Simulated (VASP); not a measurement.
Input of a VASP 6.6.1 run:

File INCAR:

```
ALGO = Normal
EDIFF = 1E-6
ENCUT = 500
GGA = PS
GGA_COMPAT = False
ISIF = 2
ISMEAR = -1
LASPH = True
LCHARG = True
LELF = True
LREAL = False
LVHAR = True
LWAVE = False
NBANDS = 26
NELM = 120
PREC = Accurate
SIGMA = 0.05
```

The input KPOINTS:

```
k-points
0
Gamma
  8 8 4
```

Contents of POSCAR:

```
TiTe
1.0
    3.8420000000      0.0000000000      0.0000000000
   -1.9210000000      3.3272696013      0.0000000000
    0.0000000000      0.0000000000      6.2749400000
Te Ti
2 2
Direct
    0.6666666667      0.3333333333      0.7500000000
    0.3333333333      0.6666666667      0.2500000000
    0.0000000000      0.0000000000      0.5000000000
    0.0000000000      0.0000000000      0.0000000000
```

Potentials or basis: VASP PAW PBE potentials, release 64 (Te, Ti_sv).

Run with:

```bash
$ cat potpaw_PBE.64/Te/POTCAR potpaw_PBE.64/Ti_sv/POTCAR > POTCAR
$ mpirun -np 1 vasp_std > vasp.out
```

Question: What does it give for the pressure?

Answer: 6.2 GPa.

Question: Predict the band gap on the k mesh.

Answer: Zero (bands 18 and 19 overlap by 1.00 eV).

Stress tensor (GPa, compression positive):
```
 4.20  0.00  0.00
 0.00  4.20  0.00
 0.00  0.00 10.24
```

Caveat: the stress differs along the axes, from 4 to 10 GPa; the PAW data sets were made with another functional, which shifts forces and pressure a little; spin-orbit coupling is left out, which moves the levels of the heavy elements.
